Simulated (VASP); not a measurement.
# Sc in VASP: notebook

The runs below take Sc through electric field gradients, with PBE, r2SCAN.

Everything below comes from runs of VASP 6.6.1. Logs are shortened: lines on timing, memory, paths and dates and some standing lists are left out, and cuts for length are marked.

### 1 The cell of the first run

The structure is tetragonal, space group I4/mmm (No. 139). The conventional cell has a = 3.235 Å, b = 3.235 Å, c = 4.473 Å, α = 90.00°, β = 90.00°, γ = 90.00°. Sc (site symmetry 4/mmm) has 12 Sc at 3.20 to 3.24 Å within 4.2 Å.

### 2 Electric field gradients, PBE (z stretched by -1.5 % at fixed volume)

File INCAR:

```
PREC = Accurate
ENCUT = 520
EDIFF = 1E-8
ISMEAR = -1
SIGMA = 0.03
LREAL = F
LASPH = T
NELM = 100
ALGO = Normal
ISIF = 2
LWAVE = F
LCHARG = F
GGA = PE
LEFG = T
NBANDS = 12
```

File KPOINTS:

```
Automatic mesh
0
Gamma
  12 12 12
```

File POSCAR:

```
Sc
1.0
    0.0000000000      2.2877227499      2.2364425000
    2.2877227499      0.0000000000      2.2364425000
    2.2877227499      2.2877227499      0.0000000000
Sc
1
Direct
    0.0000000000      0.0000000000      0.0000000000
```

Potentials or basis: VASP PAW PBE potentials, release 64 (Sc_sv).

Run with:

```console
$ cat potpaw_PBE.64/Sc_sv/POTCAR > POTCAR
$ mpirun -np 1 vasp_std > vasp.out
```

OUTCAR:

```text
PREC = Accurate
   ENCUT = 520
   EDIFF = 1E-8
   ISMEAR = -1
   LREAL = F
   LASPH = T
   NELM = 100
   ISIF = 2
   GGA = PE

 ion  position               nearest neighbor table
   1  0.000  0.000  0.000-

  LATTYP: Found a body centered tetragonal cell.
 ALAT       =     3.2353285399
 C/A-ratio  =     1.3825133815

  Lattice vectors:

 A1 = (   0.0000000000,  -2.2877227499,  -2.2364425000)
 A2 = (   0.0000000000,   2.2877227499,  -2.2364425000)
 A3 = (   2.2877227499,   0.0000000000,   2.2364425000)

Analysis of symmetry for initial positions (statically):
=====================================================================
 Subroutine PRICEL returns:
 Original cell was already a primitive cell.

 Routine SETGRP: Setting up the symmetry group for a
 body centered tetragonal supercell.

 Subroutine GETGRP returns: Found 16 space group operations
 (whereof 16 operations were pure point group operations)
 out of a pool of 16 trial point group operations.

The static configuration has the point symmetry D_4h.

Analysis of symmetry for dynamics (positions and initial velocities):
=====================================================================
 Subroutine PRICEL returns:
 Original cell was already a primitive cell.

 Routine SETGRP: Setting up the symmetry group for a
 body centered tetragonal supercell.

 Subroutine GETGRP returns: Found 16 space group operations
 (whereof 16 operations were pure point group operations)
 out of a pool of 16 trial point group operations.

The dynamic configuration has the point symmetry D_4h.

 Subroutine INISYM returns: Found 16 space group operations
 (whereof 16 operations are pure point group operations),
 and found     1 'primitive' translations

----------------------------------------------------------------------------------------

                                     Primitive cell

  volume of cell :      23.4096

  direct lattice vectors                    reciprocal lattice vectors
     0.000000000  2.287722750  2.236442500    -0.218557952  0.218557952  0.223569352
     2.287722750  0.000000000  2.236442500     0.218557952 -0.218557952  0.223569352
     2.287722750  2.287722750  0.000000000     0.218557952  0.218557952 -0.223569352

  length of vectors
     3.199273423  3.199273423  3.235328540     0.381468757  0.381468757  0.381468757

  position of ions in fractional coordinates (direct lattice)
     0.000000000  0.000000000  0.000000000

  ion indices of the primitive-cell ions
   primitive index   ion index
                 1           1

----------------------------------------------------------------------------------------

 KPOINTS: Automatic mesh

Automatic generation of k-mesh.
 Grid dimensions read from file:
 generate k-points for:   12   12   12

 Generating k-lattice:

  Cartesian coordinates                     Fractional coordinates (reciprocal lattice)
    -0.018213163  0.018213163  0.018630779     0.083333333 -0.000000000  0.000000000
     0.018213163 -0.018213163  0.018630779    -0.000000000  0.083333333  0.000000000
     0.018213163  0.018213163 -0.018630779     0.000000000  0.000000000  0.083333333

  Length of vectors
     0.031789063  0.031789063  0.031789063

  Shift w.r.t. Gamma in fractional coordinates (k-lattice)
     0.000000000  0.000000000  0.000000000

 Subroutine IBZKPT returns following result:
 ===========================================

 Found    163 irreducible k-points:

 Following reciprocal coordinates:
            Coordinates               Weight
  0.000000  0.000000  0.000000      1.000000
  0.083333  0.000000  0.000000      8.000000
  0.166667  0.000000  0.000000      8.000000
  0.250000  0.000000  0.000000      8.000000
  0.333333  0.000000  0.000000      8.000000
  0.416667  0.000000  0.000000      8.000000
[... 16 lines left out ...]
  0.500000  0.166667  0.000000      8.000000
 -0.416667  0.166667  0.000000      8.000000
 [... further k-points ...]
   k-points           NKPTS =    163   k-points in BZ     NKDIM =    163   number of bands    NBANDS=     12
   number of dos      NEDOS =    301   number of ions     NIONS =      1
   total plane-waves  NPLWV =  13824
   dimension x,y,z NGX =    24 NGY =   24 NGZ =   24
   dimension x,y,z NGXF=    48 NGYF=   48 NGZF=   48
   ions per type =               1
   NGX,Y,Z   is equivalent  to a cutoff of  12.47, 12.47, 12.33 a.u.
   NGXF,Y,Z  is equivalent  to a cutoff of  24.94, 24.94, 24.66 a.u.
 SYSTEM =  unknown system
   PREC   = accura    normal or accurate (medium, high low for compatibility)
   ISTART =      0    job   : 0-new  1-cont  2-samecut
   ICHARG =      2    charge: 1-file 2-atom 10-const
   ISPIN  =      1    spin polarized calculation?
   LNONCOLLINEAR =      F non collinear calculations
   LSORBIT =      F    spin-orbit coupling
   LASPH  =      T    aspherical Exc in radial PAW
   ENCUT  =  520.0 eV  38.22 Ry    6.18 a.u.   5.95  5.95  6.02*2*pi/ulx,y,z
   NELM   =    100;   NELMIN=  2; NELMDL= -5     # of ELM steps
   EDIFF  = 0.1E-07   stopping-criterion for ELM
   LREAL  =      F    real-space projection
   EDIFFG = 0.1E-06   stopping-criterion for IOM
   NSW    =      0    number of steps for IOM
   IBRION =     -1    ionic relax: 0-MD 1-quasi-New 2-CG
   NFREE  =      0    steps in history (QN), initial steepest desc. (CG)
   ISIF   =      2    stress and relaxation
   ISYM   =      2    0-nonsym 1-usesym 2-fastsym
   POTIM  = 0.5000    time-step for ionic-motion
   TEBEG  =    0.0;   TEEND  =   0.0 temperature during run
   PSTRESS=    0.0 pullay stress
   NELECT =      11.0000    total number of electrons
   NUPDOWN=      -1.0000    fix difference up-down
   EMIN   =  10.00;   EMAX   =-10.00  energy-range for DOS
   EFERMI =   0.00;   METHOD = LEGACY
   ISMEAR =    -1;   SIGMA  =   0.03  broadening in eV -4-tet -1-fermi 0-gaus
   EFERMI_NEDOS =   21; number of points for ismear=-14 and -15
   IALGO  =     38    algorithm
   IMIX   =      4    mixing-type and parameters
     AMIX     =   0.40;   BMIX     =  1.00
     AMIX_MAG =   1.60;   BMIX_MAG =  1.00
  volume/ion in A,a.u.               =      23.41       157.98
  Fermi-wavevector in a.u.,A,eV,Ry     =   1.272744  2.405136 22.039751  1.619876
  Thomas-Fermi vector in A             =   2.405605
   LORBIT       =      0    0 simple, 1 ext, 2 COOP (PROOUT), +10 PAW based schemes
   GGA     = PE    functional components
   LHFCALC =     F    Hartree Fock is set to
   AEXX    =    0.0000 exact exchange contribution
   IVDW    =     0    specifies the selected vdW correction
   LEPSILON=     F    determine dielectric tensor
   LRPA    =     F    only Hartree local field effects (RPA)
 non-spin polarized calculation
  energy-cutoff  :      520.00
  volume of cell :       23.41
 maximum number of plane-waves:       640
   NGX = 11   NGY = 11   NGZ = 13

 number of electron      10.9999997 magnetization

 Free energy of the ion-electron system (eV)
  ---------------------------------------------------
  ext. energy  EPLUGINS =         0.00000000
  ---------------------------------------------------
  free energy    TOTEN  =        -6.19213403 eV

  energy without entropy =       -6.18709012  energy(sigma->0) =       -6.18961208

 E-fermi :   4.0520     XC(G=0): -10.0833

 val. band max:        4.0469687050   @ k =   0.5000   0.3333   0.1667
 cond. band min:       4.0577580917   @ k =  -0.2500   0.4167   0.1667
 fundamental gap:      0.0107893867
 Fermi energy:         4.0520410269

 k-point     1 :       0.0000    0.0000    0.0000
  band No.  band energies     occupation
      1     -45.2538      2.00000
      2     -23.6389      2.00000
      3     -23.6389      2.00000
      4     -23.6384      2.00000
      5      -1.2361      2.00000
      6       5.6517      0.00000
      7       5.6517      0.00000
      8       5.7997      0.00000
      9       7.0822      0.00000
     10       7.2583      0.00000
     11      16.8439      0.00000
     12      20.3065      0.00000

 k-point     2 :       0.0833    0.0000    0.0000
  band No.  band energies     occupation
      1     -45.2489      2.00000
      2     -23.6712      2.00000
      3     -23.6435      2.00000
      4     -23.6422      2.00000
      5      -1.0520      2.00000
      6       5.5481      0.00000
      7       5.7188      0.00000
      8       5.8334      0.00000
      9       7.0397      0.00000
     10       7.2054      0.00000
     11      17.0155      0.00000
     12      19.1055      0.00000

 k-point     3 :       0.1667    0.0000    0.0000
  band No.  band energies     occupation
      1     -45.2354      2.00000
      2     -23.7594      2.00000
      3     -23.6560      2.00000
      4     -23.6521      2.00000
      5      -0.5233      2.00000
      6       5.2136      0.00000
      7       5.8453      0.00000
      8       5.9640      0.00000
      9       7.0043      0.00000
     10       7.1287      0.00000
     11      16.7151      0.00000
     12      17.7334      0.00000

 k-point     4 :       0.2500    0.0000    0.0000
  band No.  band energies     occupation
      1     -45.2170      2.00000
      2     -23.8779      2.00000
      3     -23.6731      2.00000
      4     -23.6655      2.00000
      5       0.2739      2.00000
      6       4.8105      0.00000
      7       5.8399      0.00000
      8       5.9926      0.00000
      9       7.1942      0.00000
     10       7.2443      0.00000
     11      14.9128      0.00000
     12      17.4868      0.00000

 k-point     5 :       0.3333    0.0000    0.0000
  band No.  band energies     occupation
      1     -45.1984      2.00000
      2     -23.9943      2.00000
      3     -23.6901      2.00000
      4     -23.6789      2.00000
      5       1.1861      2.00000
      6       4.4935      0.00000
      7       5.6911      0.00000
      8       5.8624      0.00000
      9       7.5921      0.00000
     10       7.6059      0.00000
     11      13.1540      0.00000
     12      16.9027      0.00000
[... 228 lines left out ...]
      1     -45.1970      2.00000
      2     -23.9320      2.00000
      3     -23.7228      2.00000
      4     -23.7172      2.00000
      5       1.1354      2.00000
      6       4.3609      0.00007
      7       5.6143      0.00000
      8       6.2478      0.00000
      9       7.1563      0.00000
     10       7.7933      0.00000
     11      14.5024      0.00000
     12      17.3870      0.00000

 k-point    22 :       0.4167    0.1667    0.0000
  band No.  band energies     occupation
      1     -45.1819      2.00000
      2     -24.0155      2.00000
      3     -23.7407      2.00000
      4     -23.7338      2.00000
      5       1.9940      2.00000
      6       4.1063      0.28132
      7       5.3365      0.00000
      8       6.1182      0.00000
      9       7.8658      0.00000
     10       8.1101      0.00000
     11      12.6654      0.00000
     12      16.8008      0.00000

 k-point    23 :       0.5000    0.1667    0.0000
  band No.  band energies     occupation
      1     -45.1728      2.00000
      2     -24.0630      2.00000
      3     -23.7639      2.00000
      4     -23.7346      2.00000
      5       2.6453      2.00000
      6       3.9320      1.96406
      7       5.2547      0.00000
      8       5.9918      0.00000
      9       8.1925      0.00000
     10       8.5720      0.00000
     11      11.3420      0.00000
     12      16.3071      0.00000

 k-point    24 :      -0.4167    0.1667    0.0000
  band No.  band energies     occupation
      1     -45.1721      2.00000
      2     -24.0634      2.00000
      3     -23.7797      2.00000
      4     -23.7250      2.00000
      5       2.7441      2.00000
      6       3.9804      1.83198
      7       5.2161      0.00000
      8       5.9428      0.00000
      9       7.9379      0.00000
     10       8.8554      0.00000
     11      11.2381      0.00000
     12      15.9669      0.00000

 [... further k-points ...]
[... 5 lines left out ...]
  --------------------------------------------------------------------------------------
  -------------------------------------------------------------------------------------
  Total        0.4010853      0.4010853      0.5014385      0.0000000      0.0000000     -0.0000000
  in kB       27.4506628     27.4506628     34.3189335      0.0000000      0.0000000     -0.0000000
  external PRESSURE =      29.7400864 kB  Pullay stress =       0.0000000 kB

 VOLUME and BASIS-vectors are now :
 -----------------------------------------------------------------------------
  energy-cutoff  :      520.00
  volume of cell :       23.41
      direct lattice vectors                 reciprocal lattice vectors
     0.000000000  2.287722750  2.236442500    -0.218557952  0.218557952  0.223569352
     2.287722750  0.000000000  2.236442500     0.218557952 -0.218557952  0.223569352
     2.287722750  2.287722750  0.000000000     0.218557952  0.218557952 -0.223569352

 POSITION                                       TOTAL-FORCE (eV/Angst)
 -----------------------------------------------------------------------------------
      0.00000      0.00000      0.00000         0.000000      0.000000     -0.000000
 -----------------------------------------------------------------------------------
    total drift:                                0.000000      0.000000     -0.000000

  FREE ENERGIE OF THE ION-ELECTRON SYSTEM (eV)
  ---------------------------------------------------
  free  energy   TOTEN  =        -6.1921340302 eV

  energy  without entropy=       -6.1870901215  energy(sigma->0) =       -6.18961208

 Electric field gradients (V/A^2)
---------------------------------------------------------------------
 ion       V_xx      V_yy      V_zz      V_xy      V_xz      V_yz
---------------------------------------------------------------------
   1      -0.396    -0.396     0.792    -0.000     0.000     0.000
---------------------------------------------------------------------

 Electric field gradients after diagonalization (V/A^2)
 (convention: |V_zz| > |V_xx| > |V_yy|)
----------------------------------------------------------------------
 ion       V_xx      V_yy      V_zz     asymmetry (V_yy - V_xx)/ V_zz
----------------------------------------------------------------------
   1      -0.396    -0.396     0.792       0.001
----------------------------------------------------------------------

           NMR quadrupolar parameters

 Cq : quadrupolar parameter    Cq=e*Q*V_zz/h
 eta: asymmetry parameters     (V_yy - V_xx)/ V_zz
 Q  : nuclear electric quadrupole moment in mb (millibarn)
----------------------------------------------------------------------
 ion       Cq(MHz)       eta       Q (mb)
----------------------------------------------------------------------
   1       0.002       0.001       1.000
----------------------------------------------------------------------
```

Run time: 28 s. Hardware: 1 thread of Intel Xeon Platinum 8259CL at 2.50GHz (Skylake/Cascade Lake), shared host; peak memory 0.17 GiB.

What came out:

```
Free energy : -6.1921 eV
Pressure    : 3.0 GPa
```

Electric field gradients, principal values (V/Å²):
| atom | least | middle | greatest (by size) |
| --- | --- | --- | --- |
| 1 Sc | -0.396 | -0.396 | 0.792 |

Caveat: without QUAD_EFG the Cq values of the log hold for a quadrupole moment of 1 mb, not for the nuclei.

(Part 1 of 3 ends here.)
